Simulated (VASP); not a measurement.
# Ti2AlN3 (P6/mmm) in VASP: relaxation of cell and atoms with PBE

Aim: the relaxation of cell and atoms of Ti2AlN3 with PBE.

All numbers are computed with VASP 6.6.1; they aren't measurements. Logs are shortened: lines on timing, memory, paths and dates and some standing lists are left out, and cuts for length are marked.

### 1 The cell of the first run

It takes space group P6/mmm (No. 191, hexagonal). Conventional cell: a = 5.370 Å, b = 5.370 Å, c = 2.728 Å, α = 90.00°, β = 90.00°, γ = 120.00°. Within 2.8 Å of Ti (site symmetry -6m2) lie 6 N at 2.06 Å and 2 Ti at 2.73 Å. Within 3.6 Å of Al (site symmetry 6/mmm) lie 2 Al at 2.73 Å and 12 N at 3.01 Å and 6 Ti at 3.10 Å. N (site symmetry mmm) has 4 Ti at 2.06 Å and 6 N at 2.69 to 2.73 Å within 2.8 Å.

The cell was built from a structure type or drawn by symmetry, and may not be a known phase.

### 2 Relaxation of cell and atoms, PBE

The input, INCAR:

```
PREC = Accurate
ENCUT = 600
EDIFF = 1E-6
ISMEAR = 0
SIGMA = 0.1
LREAL = F
LASPH = T
NELM = 60
ALGO = Normal
ISIF = 3
LWAVE = F
LCHARG = F
GGA = PE
IBRION = 2
NSW = 100
EDIFFG = -0.01
```

The input, KPOINTS:

```
Automatic mesh
0
Gamma
  12 12 14
```

The input, POSCAR:

```
Ti2AlN3
1.0
    5.3703956879      0.0000000000      0.0000000000
   -2.6851978440      4.6508990941      0.0000000000
    0.0000000000      0.0000000000      2.7275332587
Ti Al N
2 1 3
Direct
    0.6666666667      0.3333333333      0.0000000000
    0.3333333333      0.6666666667      0.0000000000
    0.0000000000      0.0000000000      0.0000000000
    0.5000000000      0.0000000000      0.5000000000
    0.5000000000      0.5000000000      0.5000000000
    0.0000000000      0.5000000000      0.5000000000
```

Potentials or basis: VASP PAW PBE potentials, release 64 (Ti_sv, Al, N).

On the command line:

```sh
cat potpaw_PBE.64/Ti_sv/POTCAR potpaw_PBE.64/Al/POTCAR potpaw_PBE.64/N/POTCAR > POTCAR
mpirun -np 1 vasp_std > vasp.out
```

OUTCAR:

```text
PREC = Accurate
   ENCUT = 600
   EDIFF = 1E-6
   ISMEAR = 0
   LREAL = F
   LASPH = T
   NELM = 60
   ISIF = 3
   GGA = PE
   IBRION = 2
   NSW = 100
   EDIFFG = -0.01

 ion  position               nearest neighbor table
   1  0.667  0.333  0.000-   6 2.06   6 2.06   4 2.06   4 2.06   5 2.06   5 2.06   3 3.10   3 3.10
                             3 3.10
   2  0.333  0.667  0.000-   6 2.06   6 2.06   4 2.06   4 2.06   5 2.06   5 2.06   3 3.10   3 3.10
                             3 3.10
   3  0.000  0.000  0.000-   1 3.10   2 3.10   1 3.10   2 3.10   1 3.10   2 3.10
   4  0.500  0.000  0.500-   1 2.06   2 2.06   1 2.06   2 2.06
   5  0.500  0.500  0.500-   1 2.06   2 2.06   1 2.06   2 2.06
   6  0.000  0.500  0.500-   1 2.06   2 2.06   1 2.06   2 2.06

  LATTYP: Found a hexagonal cell.
 ALAT       =     5.3703956879
 C/A-ratio  =     0.5078831090

  Lattice vectors:

 A1 = (   5.3703956879,   0.0000000000,   0.0000000000)
 A2 = (  -2.6851978440,   4.6508990941,   0.0000000000)
 A3 = (   0.0000000000,   0.0000000000,   2.7275332587)

Analysis of symmetry for initial positions (statically):
=====================================================================
 Subroutine PRICEL returns:
 Original cell was already a primitive cell.

 Routine SETGRP: Setting up the symmetry group for a
 hexagonal supercell.

 Subroutine GETGRP returns: Found 24 space group operations
 (whereof 24 operations were pure point group operations)
 out of a pool of 24 trial point group operations.

The static configuration has the point symmetry D_6h.

Analysis of symmetry for dynamics (positions and initial velocities):
=====================================================================
 Subroutine PRICEL returns:
 Original cell was already a primitive cell.

 Routine SETGRP: Setting up the symmetry group for a
 hexagonal supercell.

 Subroutine GETGRP returns: Found 24 space group operations
 (whereof 24 operations were pure point group operations)
 out of a pool of 24 trial point group operations.

The dynamic configuration has the point symmetry D_6h.

 Subroutine INISYM returns: Found 24 space group operations
 (whereof 24 operations are pure point group operations),
 and found     1 'primitive' translations

----------------------------------------------------------------------------------------

                                     Primitive cell

  volume of cell :      68.1261

  direct lattice vectors                    reciprocal lattice vectors
     5.370395688  0.000000000  0.000000000     0.186206019  0.107506095  0.000000000
    -2.685197844  4.650899094  0.000000000     0.000000000  0.215012190  0.000000000
     0.000000000  0.000000000  2.727533259     0.000000000  0.000000000  0.366631643

  length of vectors
     5.370395688  5.370395688  2.727533259     0.215012190  0.215012190  0.366631643

  position of ions in fractional coordinates (direct lattice)
     0.666666667  0.333333333  0.000000000
     0.333333333  0.666666667  0.000000000
     0.000000000  0.000000000  0.000000000
     0.500000000  0.000000000  0.500000000
     0.500000000  0.500000000  0.500000000
     0.000000000  0.500000000  0.500000000

  ion indices of the primitive-cell ions
   primitive index   ion index
                 1           1
                 2           2
                 3           3
                 4           4
                 5           5
                 6           6

----------------------------------------------------------------------------------------

 KPOINTS: Automatic mesh

Automatic generation of k-mesh.
 Grid dimensions read from file:
 generate k-points for:   12   12   14

 Generating k-lattice:

  Cartesian coordinates                     Fractional coordinates (reciprocal lattice)
     0.015517168  0.008958841  0.000000000     0.083333333  0.000000000  0.000000000
     0.000000000  0.017917683  0.000000000     0.000000000  0.083333333  0.000000000
     0.000000000  0.000000000  0.026187975     0.000000000  0.000000000  0.071428571

  Length of vectors
     0.017917683  0.017917683  0.026187975

  Shift w.r.t. Gamma in fractional coordinates (k-lattice)
     0.000000000  0.000000000  0.000000000

 Subroutine IBZKPT returns following result:
 ===========================================

 Found    152 irreducible k-points:

 Following reciprocal coordinates:
            Coordinates               Weight
  0.000000  0.000000  0.000000      1.000000
  0.083333  0.000000  0.000000      6.000000
  0.166667 -0.000000  0.000000      6.000000
  0.250000  0.000000  0.000000      6.000000
  0.333333  0.000000  0.000000      6.000000
  0.416667  0.000000  0.000000      6.000000
[... 16 lines left out ...]
  0.250000  0.000000  0.071429     12.000000
  0.333333  0.000000  0.071429     12.000000
 [... further k-points ...]
   k-points           NKPTS =    152   k-points in BZ     NKDIM =    152   number of bands    NBANDS=     25
   number of dos      NEDOS =    301   number of ions     NIONS =      6
   total plane-waves  NPLWV =  55296
   dimension x,y,z NGX =    48 NGY =   48 NGZ =   24
   dimension x,y,z NGXF=    96 NGYF=   96 NGZF=   48
   ions per type =               2   1   3
   NGX,Y,Z   is equivalent  to a cutoff of  14.86, 14.86, 14.63 a.u.
   NGXF,Y,Z  is equivalent  to a cutoff of  29.72, 29.72, 29.26 a.u.
 SYSTEM =  unknown system
   PREC   = accura    normal or accurate (medium, high low for compatibility)
   ISTART =      0    job   : 0-new  1-cont  2-samecut
   ICHARG =      2    charge: 1-file 2-atom 10-const
   ISPIN  =      1    spin polarized calculation?
   LNONCOLLINEAR =      F non collinear calculations
   LSORBIT =      F    spin-orbit coupling
   LASPH  =      T    aspherical Exc in radial PAW
   ENCUT  =  600.0 eV  44.10 Ry    6.64 a.u.  10.73 10.73  5.45*2*pi/ulx,y,z
   NELM   =     60;   NELMIN=  2; NELMDL= -5     # of ELM steps
   EDIFF  = 0.1E-05   stopping-criterion for ELM
   LREAL  =      F    real-space projection
   EDIFFG = -.1E-01   stopping-criterion for IOM
   NSW    =    100    number of steps for IOM
   IBRION =      2    ionic relax: 0-MD 1-quasi-New 2-CG
   NFREE  =      1    steps in history (QN), initial steepest desc. (CG)
   ISIF   =      3    stress and relaxation
   ISYM   =      2    0-nonsym 1-usesym 2-fastsym
   POTIM  = 0.5000    time-step for ionic-motion
   TEBEG  =    0.0;   TEEND  =   0.0 temperature during run
   PSTRESS=    0.0 pullay stress
   NELECT =      42.0000    total number of electrons
   NUPDOWN=      -1.0000    fix difference up-down
   EMIN   =  10.00;   EMAX   =-10.00  energy-range for DOS
   EFERMI =   0.00;   METHOD = LEGACY
   ISMEAR =     0;   SIGMA  =   0.10  broadening in eV -4-tet -1-fermi 0-gaus
   EFERMI_NEDOS =   21; number of points for ismear=-14 and -15
   IALGO  =     38    algorithm
   IMIX   =      4    mixing-type and parameters
     AMIX     =   0.40;   BMIX     =  1.00
     AMIX_MAG =   1.60;   BMIX_MAG =  1.00
  volume/ion in A,a.u.               =      11.35        76.62
  Fermi-wavevector in a.u.,A,eV,Ry     =   1.393328  2.633009 26.413864  1.941364
  Thomas-Fermi vector in A             =   2.516985
   LORBIT       =      0    0 simple, 1 ext, 2 COOP (PROOUT), +10 PAW based schemes
   GGA     = PE    functional components
   LHFCALC =     F    Hartree Fock is set to
   AEXX    =    0.0000 exact exchange contribution
   IVDW    =     0    specifies the selected vdW correction
   LEPSILON=     F    determine dielectric tensor
   LRPA    =     F    only Hartree local field effects (RPA)
 conjugate gradient relaxation of ions
 non-spin polarized calculation
 Gauss-broadening in eV      SIGMA  =   0.10
  energy-cutoff  :      600.00
  volume of cell :       68.13
 maximum number of plane-waves:      2309
 NGX is ok and might be reduce to    48
   NGX = 21   NGY = 21   NGZ = 11

--------------------------------------- Ionic step        1  -------------------------------------------

 number of electron      42.0000006 magnetization

 Free energy of the ion-electron system (eV)
  ---------------------------------------------------
  ext. energy  EPLUGINS =         0.00000000
  ---------------------------------------------------
  free energy    TOTEN  =       -48.94436516 eV

  energy without entropy =      -48.93693972  energy(sigma->0) =      -48.94065244

------------------------ aborting loop because EDIFF is reached ----------------------------------------

  FORCE on cell =-STRESS in cart. coord.  units (eV):
  Direction    XX          YY          ZZ          XY          YZ          ZX
  --------------------------------------------------------------------------------------
  -------------------------------------------------------------------------------------
  Total        0.0435041      0.0435041      0.1304610     -0.0000000      0.0000000      0.0000000
  in kB        1.0231212      1.0231212      3.0681606     -0.0000000      0.0000000      0.0000000
  external PRESSURE =       1.7048010 kB  Pullay stress =       0.0000000 kB

 VOLUME and BASIS-vectors are now :
 -----------------------------------------------------------------------------
  energy-cutoff  :      600.00
  volume of cell :       68.13
      direct lattice vectors                 reciprocal lattice vectors
     5.370395688  0.000000000  0.000000000     0.186206019  0.107506095  0.000000000
    -2.685197844  4.650899094  0.000000000     0.000000000  0.215012190  0.000000000
     0.000000000  0.000000000  2.727533259     0.000000000  0.000000000  0.366631643
[... 41 lines left out ...]
 POSITION                                       TOTAL-FORCE (eV/Angst)
 -----------------------------------------------------------------------------------
      2.68614      1.55084      0.00000        -0.000000      0.000000      0.000000
     -0.00000      3.10168      0.00000         0.000000      0.000000     -0.000000
      5.37227     -0.00000      0.00000         0.000000     -0.000000      0.000000
      2.68614     -0.00000      1.36520         0.000000     -0.000000      0.000000
      1.34307      2.32626      1.36520         0.000000     -0.000000      0.000000
      4.02921      2.32626      1.36520         0.000000     -0.000000      0.000000
 -----------------------------------------------------------------------------------
    total drift:                               -0.000000      0.000000     -0.000000

  FREE ENERGIE OF THE ION-ELECTRON SYSTEM (eV)
  ---------------------------------------------------
  free  energy   TOTEN  =       -48.9443901159 eV

  energy  without entropy=      -48.9369981102  energy(sigma->0) =      -48.94069411

--------------------------------------- Ionic step        3  -------------------------------------------

 number of electron      42.0000006 magnetization

 Free energy of the ion-electron system (eV)
  ---------------------------------------------------
  ext. energy  EPLUGINS =         0.00000000
  ---------------------------------------------------
  free energy    TOTEN  =       -48.94442384 eV

  energy without entropy =      -48.93701616  energy(sigma->0) =      -48.94072000

 E-fermi :   7.8877     XC(G=0): -11.6095

 val. band max:        7.8802215526   @ k =   0.4167   0.0833   0.0714
 cond. band min:       7.9021592277   @ k =   0.0833   0.0000   0.0714
 fundamental gap:      0.0219376751
 Fermi energy:         7.8876566022

 k-point     1 :       0.0000    0.0000    0.0000
  band No.  band energies     occupation
      1     -49.3263      2.00000
      2     -49.2915      2.00000
      3     -25.7233      2.00000
      4     -25.7233      2.00000
      5     -25.5253      2.00000
      6     -25.5253      2.00000
[... 17 lines left out ...]
     24       9.2637      0.00000
     25      10.0034      0.00000
[... 621 lines left out ...]
      3     -25.7263      2.00000
      4     -25.6823      2.00000
      5     -25.5568      2.00000
      6     -25.5109      2.00000
[... 17 lines left out ...]
     24       9.8164      0.00000
     25      10.2004      0.00000

 [... further k-points ...]
[... 5 lines left out ...]
  --------------------------------------------------------------------------------------
  -------------------------------------------------------------------------------------
  Total        0.0061989      0.0061989     -0.0172424     -0.0000000      0.0000000      0.0000000
  in kB        0.1456307      0.1456307     -0.4050775     -0.0000000      0.0000000      0.0000000
  external PRESSURE =      -0.0379387 kB  Pullay stress =       0.0000000 kB

 VOLUME and BASIS-vectors are now :
 -----------------------------------------------------------------------------
  energy-cutoff  :      600.00
  volume of cell :       68.20
      direct lattice vectors                 reciprocal lattice vectors
     5.371525152 -0.000000000  0.000000000     0.186166865  0.107483490 -0.000000000
    -2.685762576  4.651877239  0.000000000     0.000000000  0.214966980 -0.000000000
     0.000000000  0.000000000  2.729253491    -0.000000000 -0.000000000  0.366400557

 POSITION                                       TOTAL-FORCE (eV/Angst)
 -----------------------------------------------------------------------------------
      2.68576      1.55063      2.72925         0.000000     -0.000000     -0.000000
     -0.00000      3.10125      0.00000         0.000000      0.000000      0.000000
     -0.00000      0.00000      2.72925        -0.000000     -0.000000      0.000000
      2.68576     -0.00000      1.36463        -0.000000     -0.000000      0.000000
      1.34288      2.32594      1.36463        -0.000000     -0.000000      0.000000
     -1.34288      2.32594      1.36463        -0.000000     -0.000000      0.000000
 -----------------------------------------------------------------------------------
    total drift:                               -0.000000      0.000000      0.000000

  FREE ENERGIE OF THE ION-ELECTRON SYSTEM (eV)
  ---------------------------------------------------
  free  energy   TOTEN  =       -48.9444238387 eV

  energy  without entropy=      -48.9370161618  energy(sigma->0) =      -48.94072000

 reached required accuracy - stopping structural energy minimisation
```

Run time: 6.9 min. Hardware: 1 thread of Intel Xeon 6975P-C (Granite Rapids), shared host; peak memory 0.46 GiB.

Results:

| Property | Result |
| --- | --- |
| Free energy | -48.9444 eV |
| Relaxed volume | 11.37 Å³/atom |
| Relaxed cell | a = 5.372 Å, b = 5.372 Å, c = 2.729 Å, α = 90.00°, β = 90.00°, γ = 120.00° |
| Space group after relaxing (to 0.1 Å) | P6/mmm (No. 191) |
| Energy gained by relaxing | 0.0 meV/atom |
| Ionic steps | 3 |
| Pressure after relaxing | 0.0 GPa |
| Band gap on the k mesh | zero (bands 21 and 22 overlap by 0.91 eV) |

Final structure:
```
Ti Al N
1.0
     5.37153    0.00000    0.00000
    -2.68576    4.65188    0.00000
     0.00000    0.00000    2.72925
Ti Al N
2 1 3
Direct
  0.66667 0.33333 0.00000
  0.33333 0.66667 0.00000
  0.00000 0.00000 0.00000
  0.50000 0.00000 0.50000
  0.50000 0.50000 0.50000
  0.00000 0.50000 0.50000
```

Levels at points of the mesh, in eV from the Fermi level:
```
           k point  band 17  band 18  band 19  band 20  band 21  band 22  band 23  band 24  band 25
(0.00, 0.00, 0.00)    -2.59    -1.32    -1.32    -0.74    -0.50    -0.33     1.38     1.38     2.12
(0.50, 0.00, 0.00)    -2.54    -2.14    -1.48    -1.41    -1.28    -0.49     1.52     1.80     2.19
(0.00, 0.00, 0.50)    -3.69    -1.12    -1.12    -0.59    -0.17    -0.17     0.46     0.63     3.24
(0.50, 0.00, 0.50)    -4.01    -2.77    -2.12    -2.01    -0.14     0.68     1.30     1.59     1.94
```
